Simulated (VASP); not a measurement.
Input of a VASP 6.6.1 run:

INCAR

```
SYSTEM = W
ALGO = Normal
EDIFF = 1E-6
ENCUT = 520
GGA = RP
ISIF = 2
ISMEAR = -1
LASPH = .TRUE.
LCHARG = .FALSE.
LREAL = .FALSE.
LWAVE = .FALSE.
NBANDS = 21
NELM = 80
PREC = Accurate
SIGMA = 0.1
```

The input KPOINTS:

```
k-points
0
G
  11 11 11
  0 0 0
```

The input POSCAR:

```
W
1.0
    0.0000000000      2.8533904556      2.8533904556
    2.8533904556      0.0000000000      2.8533904556
    2.8533904556      2.8533904556      0.0000000000
W
2
Direct
    0.1250000000      0.1250000000      0.1250000000
    0.8750000000      0.8750000000      0.8750000000
```

Potentials or basis: VASP PAW PBE potentials, release 64 (W_sv).

Launch:

```bash
$ cat potpaw_PBE.64/W_sv/POTCAR > POTCAR
$ mpirun -np 1 vasp_std > vasp.out
```

Task: What does it give for the band gap on the k mesh?

Result: Zero (bands 14 and 15 overlap by 0.99 eV).

Task: Estimate the pressure.

Result: 11.9 GPa.

Caveat: the cell stands under pressure; the PAW data sets were made with another functional, which shifts forces and pressure a little; spin-orbit coupling is left out, which moves the levels of the heavy elements.
